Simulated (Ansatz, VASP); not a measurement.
# ZnS: VASP beside Ansatz

```
Zn S
1.0
     0.00000    2.70465    2.73170
     2.70465    0.00000    2.73170
     2.70465    2.70465    0.00000
Zn S
1 1
Cartesian
  0.0000 0.0000 0.0000
  4.0570 4.0570 4.0975
```

Change from the starting cell: zz strain of +1 %.

Alike in both runs: task single point; functional PBEsol; k mesh 9 × 9 × 9; occupations fermi-dirac, width 0.01 eV; no spin polarisation.

```csv
,VASP,Ansatz
version,VASP 6.6.1,Ansatz 0.2.0
potentials or method,"VASP PAW PBE potentials, release 64 (Zn, S), cutoff 520 eV","all-electron LAPW, scalar-relativistic"
```

|  | VASP | Ansatz | Ansatz less VASP |
| --- | --- | --- | --- |
| gap on the k mesh at the Fermi level (eV) | 1.91 | 1.91 | -0.001 |
| pressure (GPa) | -2.7 | -2.8 | -0.17 |
| traceless stress, the component that is largest in VASP (GPa) | -0.29 | -0.29 | 0.000 |

VASP's potentials were made for PBE, not for PBEsol. Ansatz ran all-electron here, and VASP with PAW potentials.
